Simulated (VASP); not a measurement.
In:

```
In
1.0
     3.33139    0.00000    0.00000
    -1.66570    2.88507    0.00000
     0.00000    0.00000   10.88033
In
4
Direct
  0.00000 0.00000 0.00000
  0.00000 0.00000 0.50000
  0.33333 0.66667 0.25000
  0.66667 0.33333 0.75000
```

* Program: VASP 6.6.1
* Task: relaxation of cell and atoms
* Functional: RPBE
* Potentials or basis: VASP PAW PBE potentials, release 64 (In_d)
* Cutoff: 600 eV
* k mesh: 11 × 11 × 3
* Occupations: fermi-dirac, width 0.1 eV
* Spin: no spin polarisation

At the start: pressure 3.8 GPa; volume 26.14 Å³/atom.

Where does the relaxation end?

Over 7 steps the energy falls by 28.4 meV/atom and the volume is 28.80 Å³/atom (+10.2 %); space group P6_3/mmc (No. 194, to 0.05 Å).

The path:
```tsv
step	energy change (eV)	largest force (eV/Å)	pressure (GPa)	volume (Å³)
1	0.0000	0.0000	3.76	104.57
2	-0.1123	0.0000	0.43	114.13
3	-0.1119	0.0000	-0.31	116.57
4	-0.1132	0.0000	-0.09	115.55
5	-0.1133	0.0000	0.01	115.21
6	-0.1134	0.0000	0.00	115.20
7	-0.1134	0.0000	0.00	115.19
```

Final structure:
```cif
data_structure
_symmetry_space_group_name_H-M 'P 1'
_symmetry_Int_Tables_number 1
_cell_length_a 3.4479
_cell_length_b 3.4479
_cell_length_c 11.1890
_cell_angle_alpha 90.000
_cell_angle_beta 90.000
_cell_angle_gamma 120.000
_cell_volume 115.19
loop_
_atom_site_label
_atom_site_type_symbol
_atom_site_fract_x
_atom_site_fract_y
_atom_site_fract_z
_atom_site_occupancy
In1 In 0.00000 0.00000 0.00000 1
In2 In 0.00000 0.00000 0.50000 1
In3 In 0.33333 0.66667 0.25000 1
In4 In 0.66667 0.33333 0.75000 1
```

Caveat: the PAW data sets were made with another functional, which shifts forces and pressure a little.
